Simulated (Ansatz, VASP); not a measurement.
**One calculation of CoSn, two programs**

INCAR

```
PREC     = Accurate       # precision mode
ENCUT    = 520            # plane-wave cutoff, eV
EDIFF    = 1E-6           # SCF threshold, eV
ISMEAR   = 0              # smearing method
SIGMA    = 0.15           # smearing width, eV
LREAL    = False          # projectors in reciprocal space
LASPH    = True           # aspherical terms in the spheres
NELM     = 60             # most SCF steps
ALGO     = Fast           # electronic algorithm
ISIF     = 2              # what is computed and relaxed
LWAVE    = False          # write WAVECAR
LCHARG   = False          # write CHGCAR
GGA      = PE             # functional
NBANDS   = 44             # bands
```

The input KPOINTS:

```
Automatic mesh
0
Gamma
  12 12 12
```

POSCAR

```
CoSn
1.0
    5.2965850026      0.0000000000      0.0000000000
   -2.6482925013      4.5869771655      0.0000000000
    0.0000000000      0.0000000000      4.2514391123
Co Sn
3 3
Direct
    0.0000000000      0.5000000000      0.0000000000
    0.5000000000      0.5000000000      0.0000000000
    0.5000000000      0.0000000000      0.0000000000
    0.6666666667      0.3333333333      0.5000000000
    0.3333333333      0.6666666667      0.5000000000
    0.0000000000      0.0000000000      0.0000000000
```

Input for Ansatz:

```yaml
crystal:
  lattice:
    - [5.2965850026, 0.0, 0.0]
    - [-2.6482925013, 4.5869771655, 0.0]
    - [0.0, 0.0, 4.2514391123]
  atoms:
    - { symbol: Co, position: [0.0, 0.5, 0.0] }
    - { symbol: Co, position: [0.5, 0.5, 0.0] }
    - { symbol: Co, position: [0.5, 0.0, 0.0] }
    - { symbol: Sn, position: [0.6666666667, 0.3333333333, 0.5] }
    - { symbol: Sn, position: [0.3333333333, 0.6666666667, 0.5] }
    - { symbol: Sn, position: [0.0, 0.0, 0.0] }
basis:
  ecutwfc: 420
kpoints:
  mp_grid: { grid: [12, 12, 12] }
hamiltonian:
  xc: pbe
scf:
  occupations: { method: gaussian, width: 0.15 }
output:
  forces: true
  stress: true
  eigenvalues: true
```

Change from the starting cell: strain +0.0050 x Voigt [0, 0, 1, 0, 0, 0], atoms carried along.

Alike in both runs: task single point; functional PBE; k mesh 12 × 12 × 12; occupations gaussian, width 0.15 eV; no spin polarisation.

|  | VASP | Ansatz |
| --- | --- | --- |
| version | VASP 6.6.1 | Ansatz 0.2.0 |
| potentials or method | VASP PAW PBE potentials, release 64 (Co, Sn_d), cutoff 520 eV | scalar-relativistic, plane waves, PAW |
| valence electrons in the cell | 69 | 93 |

```csv
,VASP,Ansatz,Ansatz less VASP
gap on the k mesh at the Fermi level (eV),none,none,-
pressure (GPa),-0.7,-0.6,+0.07
"traceless stress, the component that is largest in VASP (GPa)",-0.47,-0.40,+0.066
```

A gap of «none» marks a metal or a gap that the smearing closes. VASP's potentials hold 69 valence electrons a cell and Ansatz's 93, so a difference there can come from the potentials and not from the codes.
